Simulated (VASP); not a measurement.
# MoSe2 (P6_3/mmc) in VASP: single point with r2SCAN

Aim: the single point of MoSe2 with r2SCAN.

All numbers are computed with VASP 6.6.1; they aren't measurements. Logs are shortened: lines on timing, memory, paths and dates and some standing lists are left out, and cuts for length are marked.

## 1. The cell of the first run

It takes space group P6_3/mmc (No. 194, hexagonal). Conventional cell: a = 3.320 Å, b = 3.320 Å, c = 13.734 Å, α = 90.00°, β = 90.00°, γ = 120.00°. Mo (site symmetry -6m2) has 6 Se at 2.53 Å within 3.3 Å. Within 3.3 Å of Se (site symmetry 3m) lie 3 Mo at 2.53 Å.

## 2. Single point, r2SCAN, collinear spin, ferromagnetic start

POSCAR

```
MoSe2
1.0
    3.3199764705      0.0000000000      0.0000000000
   -1.6599882352      2.8751839634      0.0000000000
    0.0000000000      0.0000000000     13.7343050007
Mo Se
2 4
Direct
    0.3333333333      0.6666666667      0.2500000000
    0.6666666667      0.3333333333      0.7500000000
    0.3333333333      0.6666666667      0.6295526855
    0.6666666667      0.3333333333      0.1295526855
    0.3333333333      0.6666666667      0.8704473145
    0.6666666667      0.3333333333      0.3704473145
```

INCAR.step1

```
  ALGO = Normal
  EDIFF = 1E-5
  ENCUT = 550
  GGA = PE
  GGA_COMPAT = False
  ISMEAR = 0
  ISPIN = 2
  LASPH = True
  LCHARG = False
  LMAXMIX = 4
  LREAL = False
  LWAVE = True
  MAGMOM = 0.05 0.05 0 0 0 0
  NBANDS = 39
  NELM = 200
  PREC = Accurate
  SIGMA = 0.05
```

INCAR.step2

```
  ALGO = Normal
  EDIFF = 1E-6
  ENCUT = 550
  GGA_COMPAT = False
  ISIF = 2
  ISMEAR = 0
  ISPIN = 2
  ISTART = 1
  LASPH = True
  LCHARG = False
  LMAXMIX = 4
  LMIXTAU = True
  LORBIT = 11
  LREAL = False
  LWAVE = False
  MAGMOM = 0.05 0.05 0 0 0 0
  METAGGA = R2SCAN
  NBANDS = 39
  NELM = 200
  PREC = Accurate
  SIGMA = 0.05
```

KPOINTS

```
k-points
0
Gamma
  8 8 2
```

Potentials or basis: VASP PAW PBE potentials, release 64 (Mo_sv, Se).

Command:

```bash
$ cat potpaw_PBE.64/Mo_sv/POTCAR potpaw_PBE.64/Se/POTCAR > POTCAR
$ cp INCAR.step1 INCAR
$ mpirun -np 1 vasp_std > vasp.out
$ cp INCAR.step2 INCAR
$ mpirun -np 1 vasp_std > vasp.out
```

OUTCAR:

```text
EDIFF = 1E-6
   ENCUT = 550
   ISIF = 2
   ISMEAR = 0
   ISPIN = 2
   ISTART = 1
   LASPH = True
   LORBIT = 11
   LREAL = False
   METAGGA = R2SCAN
   NELM = 200
   PREC = Accurate

 ion  position               nearest neighbor table
   1  0.333  0.667  0.250-   4 2.53   6 2.53   4 2.53   6 2.53   4 2.53   6 2.53
   2  0.667  0.333  0.750-   3 2.53   5 2.53   3 2.53   5 2.53   3 2.53   5 2.53
   3  0.333  0.667  0.630-   2 2.53   2 2.53   2 2.53
   4  0.667  0.333  0.130-   1 2.53   1 2.53   1 2.53
   5  0.333  0.667  0.870-   2 2.53   2 2.53   2 2.53
   6  0.667  0.333  0.370-   1 2.53   1 2.53   1 2.53

  LATTYP: Found a hexagonal cell.
 ALAT       =     3.3199764705
 C/A-ratio  =     4.1368681744

  Lattice vectors:

 A1 = (   3.3199764705,   0.0000000000,   0.0000000000)
 A2 = (  -1.6599882352,   2.8751839634,   0.0000000000)
 A3 = (   0.0000000000,   0.0000000000,  13.7343050007)

Analysis of symmetry for initial positions (statically):
=====================================================================
 Subroutine PRICEL returns:
 Original cell was already a primitive cell.

 Routine SETGRP: Setting up the symmetry group for a
 hexagonal supercell.

 Subroutine GETGRP returns: Found 24 space group operations
 (whereof 12 operations were pure point group operations)
 out of a pool of 24 trial point group operations.

The static configuration has the point symmetry D_3d.
 The point group associated with its full space group is D_6h.

Analysis of symmetry for dynamics (positions and initial velocities):
=====================================================================
 Subroutine PRICEL returns:
 Original cell was already a primitive cell.

 Routine SETGRP: Setting up the symmetry group for a
 hexagonal supercell.

 Subroutine GETGRP returns: Found 24 space group operations
 (whereof 12 operations were pure point group operations)
 out of a pool of 24 trial point group operations.

The dynamic configuration has the point symmetry D_3d.
 The point group associated with its full space group is D_6h.

Analysis of structural, dynamic, and magnetic symmetry:
=====================================================================
 Subroutine PRICEL returns:
 Original cell was already a primitive cell.

 Routine SETGRP: Setting up the symmetry group for a
 hexagonal supercell.

 Subroutine GETGRP returns: Found 24 space group operations
 (whereof 12 operations were pure point group operations)
 out of a pool of 24 trial point group operations.

The overall configuration has the point symmetry D_3d.
 The point group associated with its full space group is D_6h.

 Subroutine INISYM returns: Found 24 space group operations
 (whereof 12 operations are pure point group operations),
 and found     1 'primitive' translations

----------------------------------------------------------------------------------------

                                     Primitive cell

  volume of cell :     131.1014

  direct lattice vectors                    reciprocal lattice vectors
     3.319976470  0.000000000  0.000000000     0.301206954  0.173901916  0.000000000
    -1.659988235  2.875183963  0.000000000     0.000000000  0.347803832  0.000000000
     0.000000000  0.000000000 13.734305001     0.000000000  0.000000000  0.072810382

  length of vectors
     3.319976470  3.319976470 13.734305001     0.347803832  0.347803832  0.072810382

  position of ions in fractional coordinates (direct lattice)
     0.333333333  0.666666667  0.250000000
     0.666666667  0.333333333  0.750000000
     0.333333333  0.666666667  0.629552686
     0.666666667  0.333333333  0.129552686
     0.333333333  0.666666667  0.870447314
     0.666666667  0.333333333  0.370447314

  ion indices of the primitive-cell ions
   primitive index   ion index
                 1           1
                 2           2
                 3           3
                 4           4
                 5           5
                 6           6

[... 31 lines left out ...]
  0.375000 -0.000000  0.000000      6.000000
  0.500000  0.000000  0.000000      3.000000
  0.125000  0.125000  0.000000      6.000000
[... 12 lines left out ...]
  0.250000  0.250000  0.500000      6.000000
  0.375000  0.250000  0.500000      6.000000
   k-points           NKPTS =     20   k-points in BZ     NKDIM =     20   number of bands    NBANDS=     39
   number of dos      NEDOS =    301   number of ions     NIONS =      6
   total plane-waves  NPLWV =  84672
   dimension x,y,z NGX =    28 NGY =   28 NGZ =  108
   dimension x,y,z NGXF=    56 NGYF=   56 NGZF=  216
   ions per type =               2   4
   NGX,Y,Z   is equivalent  to a cutoff of  14.02, 14.02, 13.07 a.u.
   NGXF,Y,Z  is equivalent  to a cutoff of  28.04, 28.04, 26.15 a.u.
 SYSTEM =  unknown system
   PREC   = accura    normal or accurate (medium, high low for compatibility)
   ISTART =      1    job   : 0-new  1-cont  2-samecut
   ICHARG =      0    charge: 1-file 2-atom 10-const
   ISPIN  =      2    spin polarized calculation?
   LNONCOLLINEAR =      F non collinear calculations
   LSORBIT =      F    spin-orbit coupling
   LASPH  =      T    aspherical Exc in radial PAW
   ENCUT  =  550.0 eV  40.42 Ry    6.36 a.u.   6.35  6.35 26.26*2*pi/ulx,y,z
   NELM   =    200;   NELMIN=  2; NELMDL=  0     # of ELM steps
   EDIFF  = 0.1E-05   stopping-criterion for ELM
   LREAL  =      F    real-space projection
   EDIFFG = 0.1E-04   stopping-criterion for IOM
   NSW    =      0    number of steps for IOM
   IBRION =     -1    ionic relax: 0-MD 1-quasi-New 2-CG
   NFREE  =      0    steps in history (QN), initial steepest desc. (CG)
   ISIF   =      2    stress and relaxation
   ISYM   =      2    0-nonsym 1-usesym 2-fastsym
   POTIM  = 0.5000    time-step for ionic-motion
   TEBEG  =    0.0;   TEEND  =   0.0 temperature during run
   PSTRESS=    0.0 pullay stress
   NELECT =      52.0000    total number of electrons
   NUPDOWN=      -1.0000    fix difference up-down
   EMIN   =  10.00;   EMAX   =-10.00  energy-range for DOS
   EFERMI =   0.00;   METHOD = LEGACY
   ISMEAR =     0;   SIGMA  =   0.05  broadening in eV -4-tet -1-fermi 0-gaus
   EFERMI_NEDOS =   21; number of points for ismear=-14 and -15
   IALGO  =     38    algorithm
   IMIX   =      4    mixing-type and parameters
     AMIX     =   0.40;   BMIX     =  1.00
     AMIX_MAG =   1.60;   BMIX_MAG =  1.00
  volume/ion in A,a.u.               =      21.85       147.45
  Fermi-wavevector in a.u.,A,eV,Ry     =   1.202837  2.273033 19.685143  1.446817
  Thomas-Fermi vector in A             =   2.338607
   LORBIT       =     11    0 simple, 1 ext, 2 COOP (PROOUT), +10 PAW based schemes
   METAGGA = R2SCAN    functional components
   LHFCALC =     F    Hartree Fock is set to
   AEXX    =    0.0000 exact exchange contribution
   IVDW    =     0    specifies the selected vdW correction
   LEPSILON=     F    determine dielectric tensor
   LRPA    =     F    only Hartree local field effects (RPA)
 spin polarized calculation
 Gauss-broadening in eV      SIGMA  =   0.05
  energy-cutoff  :      550.00
  volume of cell :      131.10
 maximum number of plane-waves:      3869
 NGX is ok and might be reduce to    28
   NGX = 13   NGY = 13   NGZ = 53

 number of electron      52.0000000 magnetization       0.0000000

 Free energy of the ion-electron system (eV)
  ---------------------------------------------------
  ext. energy  EPLUGINS =         0.00000000
  ---------------------------------------------------
  free energy    TOTEN  =      -113.89626023 eV

  energy without entropy =     -113.89626023  energy(sigma->0) =     -113.89626023

 E-fermi :   5.5541     XC(G=0): -10.7597

 val. band max:        5.2598327527   @ k =   0.0000   0.0000   0.0000
 cond. band min:       6.5563344472   @ k =   0.2500   0.1250   0.0000
 fundamental gap:      1.2965016945
 Fermi energy:         5.5540934408

 spin component 1

 k-point     1 :       0.0000    0.0000    0.0000
  band No.  band energies     occupation
      1     -57.7982      1.00000
      2     -57.7982      1.00000
      3     -31.2141      1.00000
      4     -31.2141      1.00000
      5     -31.0572      1.00000
      6     -31.0572      1.00000
[... 809 lines left out ...]
     37      13.0422      0.00000
     38      13.0422      0.00000
 Fermi energy:         5.5540934408

 spin component 2

 k-point     1 :       0.0000    0.0000    0.0000
  band No.  band energies     occupation
      1     -57.7982      1.00000
      2     -57.7982      1.00000
      3     -31.2141      1.00000
      4     -31.2141      1.00000
      5     -31.0572      1.00000
      6     -31.0572      1.00000
[... 809 lines left out ...]
     37      13.0422      0.00000
     38      13.0422      0.00000
 [bands above 38 left out]

------------------------ aborting loop because EDIFF is reached ----------------------------------------

  FORCE on cell =-STRESS in cart. coord.  units (eV):
  Direction    XX          YY          ZZ          XY          YZ          ZX
  --------------------------------------------------------------------------------------
  -------------------------------------------------------------------------------------
  Total        0.1754096      0.1754096      0.1374152      0.0000000      0.0000000      0.0000000
  in kB        2.1436634      2.1436634      1.6793375      0.0000000      0.0000000      0.0000000
  external PRESSURE =       1.9888881 kB  Pullay stress =       0.0000000 kB

 VOLUME and BASIS-vectors are now :
 -----------------------------------------------------------------------------
  energy-cutoff  :      550.00
  volume of cell :      131.10
      direct lattice vectors                 reciprocal lattice vectors
     3.319976470  0.000000000  0.000000000     0.301206954  0.173901916  0.000000000
    -1.659988235  2.875183963  0.000000000     0.000000000  0.347803832  0.000000000
     0.000000000  0.000000000 13.734305001     0.000000000  0.000000000  0.072810382

 POSITION                                       TOTAL-FORCE (eV/Angst)
 -----------------------------------------------------------------------------------
     -0.00000      1.91679      3.43358        -0.000000     -0.000000      0.000000
      1.65999      0.95839     10.30073         0.000000      0.000000      0.000000
     -0.00000      1.91679      8.64647        -0.000000     -0.000000     -0.036373
      1.65999      0.95839      1.77932         0.000000     -0.000000     -0.036373
     -0.00000      1.91679     11.95499        -0.000000     -0.000000      0.036373
      1.65999      0.95839      5.08784         0.000000     -0.000000      0.036373
 -----------------------------------------------------------------------------------
    total drift:                               -0.000000      0.000000     -0.000000

  FREE ENERGIE OF THE ION-ELECTRON SYSTEM (eV)
  ---------------------------------------------------
  free  energy   TOTEN  =      -113.8962602303 eV

  energy  without entropy=     -113.8962602303  energy(sigma->0) =     -113.89626023

 total charge

# of ion       s       p       d       tot
------------------------------------------
    1        2.265   6.184   3.897  12.345
    2        2.265   6.184   3.897  12.345
    3        1.477   2.376   0.063   3.916
    4        1.477   2.376   0.063   3.916
    5        1.477   2.376   0.063   3.916
    6        1.477   2.376   0.063   3.916
--------------------------------------------------
tot         10.437  21.871   8.045  40.353

 magnetization (x)

# of ion       s       p       d       tot
------------------------------------------
    1        0.000   0.000  -0.000  -0.000
    2        0.000   0.000  -0.000  -0.000
    3        0.000   0.000   0.000   0.000
    4        0.000   0.000   0.000   0.000
    5        0.000   0.000   0.000   0.000
    6        0.000   0.000   0.000   0.000
--------------------------------------------------
tot          0.000   0.000  -0.000  -0.000
```

Run time: 9.4 min. Hardware: 1 thread of Intel Xeon 6975P-C (Granite Rapids), shared host; peak memory 0.45 GiB.

What came out:

* Free energy: -113.8963 eV
* Pressure: 0.2 GPa
* Largest force: 0.036 eV/Å
* Band gap on the k mesh: 1.30 eV, indirect (least direct gap 1.72 eV)
* Net moment: 0.00 μB per cell
* Valence electrons inside the program's atomic spheres: Mo 12.35; Se 3.92

Forces in eV/Å, atoms in the order of the input:
```
Mo   0.000  0.000  0.000
Mo   0.000  0.000  0.000
Se   0.000  0.000 -0.036
Se   0.000  0.000 -0.036
Se   0.000  0.000  0.036
Se   0.000  0.000  0.036
```

Levels at points of the mesh, in eV from the valence-band top:
Spin up:
```
           k point  band 23  band 24  band 25  band 26  band 27  band 28  band 29  band 30
(0.00, 0.00, 0.00)    -1.57    -1.21    -0.80     0.00     2.69     2.69     2.72     2.72
(0.50, 0.00, 0.00)    -1.15    -1.05    -1.01    -0.97     1.70     1.72     2.06     2.25
(0.00, 0.00, 0.50)    -1.58    -1.58    -0.22    -0.22     2.70     2.70     2.70     2.70
(0.50, 0.00, 0.50)    -1.10    -1.10    -0.99    -0.99     1.71     1.71     2.16     2.16
```
Spin down:
```csv
k point,band 24,band 25,band 26,band 27,band 28,band 29
"(0.00, 0.00, 0.00)",-1.21,-0.80,0.00,2.69,2.69,2.72
"(0.50, 0.00, 0.00)",-1.05,-1.01,-0.97,1.70,1.72,2.06
"(0.00, 0.00, 0.50)",-1.58,-0.22,-0.22,2.70,2.70,2.70
"(0.50, 0.00, 0.50)",-1.10,-0.99,-0.99,1.71,1.71,2.16
```

Caveat: the PAW data sets were made with another functional, which shifts forces and pressure a little. A k mesh can miss the band edges.
